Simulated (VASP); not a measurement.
Runs of VASP 6.6.1 on WC (rocksalt type). The structure is that of space group Fm-3m (No. 225), or close to it. The cells are those of the table. 

```csv
cell,k mesh,cutoff (eV),gap on the mesh (eV),pressure (GPa)
"a = 2.747 Å, angles 60.0°, 2 atoms",17 × 17 × 17,520,none,286.0
"a = 2.748 Å, angles 60.0°, 2 atoms",17 × 17 × 17,520,none,284.5
"a = 2.750 Å, angles 60.0°, 2 atoms",17 × 17 × 17,600,none,281.7
"a = 3.097 Å, angles 60.0°, 2 atoms",16 × 16 × 16,600,none,(a)
```

Alike in all rows: task single point; level PBE; potentials or basis VASP PAW PBE potentials, release 64 (W_sv, C); no spin polarisation; smearing fermi-dirac 0.08 eV.

**Question.** Fill in the values left out.

**Answer.** (a) 0.8.

Caveats: spin-orbit coupling is left out, which moves the levels of the heavy elements.

A k mesh can miss the band edges, and the runs leave out spin-orbit coupling on W.

A gap of «none» marks levels without a gap at the run's occupations.
